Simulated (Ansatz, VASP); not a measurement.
# Two plane-wave programs on In3B2As

File INCAR:

```
SYSTEM = In3B2As
PREC = Accurate
ENCUT = 520
EDIFF = 1E-7
ISMEAR = 0
SIGMA = 0.1
LREAL = .FALSE.
LASPH = .TRUE.
NELM = 100
ALGO = Normal
ISIF = 2
LWAVE = .FALSE.
LCHARG = .TRUE.
GGA = PE
LELF = .TRUE.
LVHAR = .TRUE.
NBANDS = 34
```

Contents of KPOINTS:

```
regular mesh
0
G
  6 6 4
  0 0 0
```

Contents of POSCAR:

```
In3B2As
1.0
    4.4774326300      0.0000000000      0.0000000000
   -2.2387163100      3.8775704000      0.0000000000
    0.0000000000      0.0000000000      6.3824426100
In B As
3 2 1
Direct
    0.3333333300      0.6666666700      0.5000000000
    0.6666666700      0.3333333300      0.5000000000
    0.0000000000      0.0000000000      0.0000000000
    0.3333333300      0.6666666700      0.0000000000
    0.6666666700      0.3333333300      0.0000000000
    0.0000000000      0.0000000000      0.5000000000
```

Input for Ansatz:

```yaml
crystal:
  lattice:
    - [4.47743263, 0.0, 0.0]
    - [-2.23871631, 3.8775704, 0.0]
    - [0.0, 0.0, 6.38244261]
  atoms:
    - { symbol: In, position: [0.33333333, 0.66666667, 0.5] }
    - { symbol: In, position: [0.66666667, 0.33333333, 0.5] }
    - { symbol: In, position: [0.0, 0.0, 0.0] }
    - { symbol: B, position: [0.33333333, 0.66666667, 0.0] }
    - { symbol: B, position: [0.66666667, 0.33333333, 0.0] }
    - { symbol: As, position: [0.0, 0.0, 0.5] }
basis:
  ecutwfc: 420
kpoints:
  mp_grid: { grid: [6, 6, 4] }
hamiltonian:
  xc: pbe
scf:
  occupations: { method: gaussian, width: 0.1 }
  lower_state_search: "off"
output:
  forces: true
  stress: true
  eigenvalues: true
```

Alike in both runs: task single point; functional PBE; k mesh 6 × 6 × 4; occupations gaussian, width 0.1 eV; no spin polarisation.

```csv
,VASP,Ansatz
version,VASP 6.6.1,Ansatz 0.2.0
potentials or method,"VASP PAW PBE potentials, release 64 (In_d, B, As), cutoff 520 eV","scalar-relativistic, plane waves, PAW"
valence electrons in the cell,50,60
```

```tsv
	VASP	Ansatz	Ansatz less VASP
gap on the k mesh at the Fermi level (eV)	none	none	-
pressure (GPa)	16.7	16.6	-0.10
traceless stress, the component that is largest in VASP (GPa)	-25.78	-25.65	+0.121
```

A gap of «none» marks a metal or a gap that the smearing closes. VASP's potentials hold 50 valence electrons a cell and Ansatz's 60, so a difference there can come from the potentials and not from the codes.
